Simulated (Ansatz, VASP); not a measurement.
Given: the input of a run of VASP 6.6.1 on CaO.

Contents of INCAR:

```
PREC = Accurate
ENCUT = 520
EDIFF = 1E-7
ISMEAR = -1
SIGMA = 0.05
LREAL = F
LASPH = T
NELM = 60
ALGO = Normal
ISIF = 2
LWAVE = F
LCHARG = F
GGA = B5
ALDAX = 1.0
AGGAX = 1.0
AGGAC = 1.0
ALDAC = 0.0
NBANDS = 15
```

Contents of KPOINTS:

```
Automatic mesh
0
Gamma
  10 10 10
```

POSCAR

```
CaO
1.0
    0.0000000000      2.4035556960      2.4035556960
    2.4035556960      0.0000000000      2.4035556960
    2.4035556960      2.4035556960      0.0000000000
Ca O
1 1
Direct
    0.0000000000      0.0000000000      0.0000000000
    0.5000000000      0.5000000000      0.5000000000
```

Potentials or basis: VASP PAW PBE potentials, release 64 (Ca_sv, O).

The run is started by

```bash
$ cat potpaw_PBE.64/Ca_sv/POTCAR potpaw_PBE.64/O/POTCAR > POTCAR
$ mpirun -np 1 vasp_std > vasp.out
```

Q: Translate it to Ansatz 0.2.0. Potentials there: Ansatz PAW.

A: As run (the cutoff follows the program's own potentials):

Contents of input.yaml:

```yaml
crystal:
  lattice:
    - [0.0, 2.403555696, 2.403555696]
    - [2.403555696, 0.0, 2.403555696]
    - [2.403555696, 2.403555696, 0.0]
  atoms:
    - { symbol: Ca, position: [0.0, 0.0, 0.0] }
    - { symbol: O, position: [0.5, 0.5, 0.5] }
hamiltonian:
  xc: blyp
  pseudopotentials: { kind: paw }
kpoints:
  mp_grid: { grid: [10, 10, 10] }
scf:
  occupations: { method: fermi_dirac, width: 0.05 }
output:
  forces: true
  stress: true
  eigenvalues: true
```

Potentials or basis: Ansatz PAW.

Run with:

```bash
$ ansatz run input.yaml --threads 2 --pin off --max-ram 5120MiB --backend cpu --events-out ev --progress --plain --runs-dir out
```

Both were run:

|  | VASP | Ansatz | Ansatz less VASP |
| --- | --- | --- | --- |
| gap on the k mesh at the Fermi level (eV) | 3.73 | 3.75 | +0.024 |
| least direct gap on the mesh (eV) | 4.10 | 4.12 | +0.023 |
| pressure (GPa) | 5.0 | 4.3 | -0.63 |

VASP's potentials were made for PBE, not for BLYP.
